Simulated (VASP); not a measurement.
**Hf: single point with PBEsol**

The system is Hf.

```
CELL_PARAMETERS angstrom
3.16077 0.00000 0.00000
-1.58039 2.73731 0.00000
0.00000 0.00000 4.99369
ATOMIC_POSITIONS crystal
Hf 0.33333 0.66667 0.25000
Hf 0.66667 0.33333 0.75000
```

```yaml
Program: VASP 6.6.1
Task: single point
Functional: PBEsol
Potentials_or_basis: VASP PAW PBE potentials, release 64 (Hf_pv)
Cutoff: 520 eV
k_mesh: 16 × 16 × 10
Occupations: gaussian, width 0.05 eV
Spin: no spin polarisation
```

* Pressure: -0.3 GPa
* Band gap on the k mesh: zero (band 10 reaches 6.17 eV, above the bottom of band 11 at 4.65 eV)

Stress tensor (GPa, compression positive):
```
-0.30  0.00  0.00
 0.00 -0.30  0.00
 0.00  0.00 -0.44
```

Levels at points of the mesh, in eV from the Fermi level:
```
           k point  band 8  band 9  band 10  band 11  band 12  band 13
(0.00, 0.00, 0.00)   -3.83    0.81     1.17     1.17     1.47     2.03
(0.50, 0.00, 0.00)   -2.88   -2.34    -0.74     0.75     0.92     1.74
(0.00, 0.00, 0.50)   -5.46    0.14     0.14     1.05     1.05     1.05
(0.50, 0.00, 0.50)   -3.53   -1.05    -1.05     1.31     1.31     2.70
```

It took 49 s on 1 thread of Intel(R) Xeon(R) Platinum 8488C (Sapphire Rapids) (shared host), peak memory 0.24 GiB.

Caveat: the PAW data sets were made with another functional, which shifts forces and pressure a little; spin-orbit coupling is left out, which moves the levels of the heavy elements.
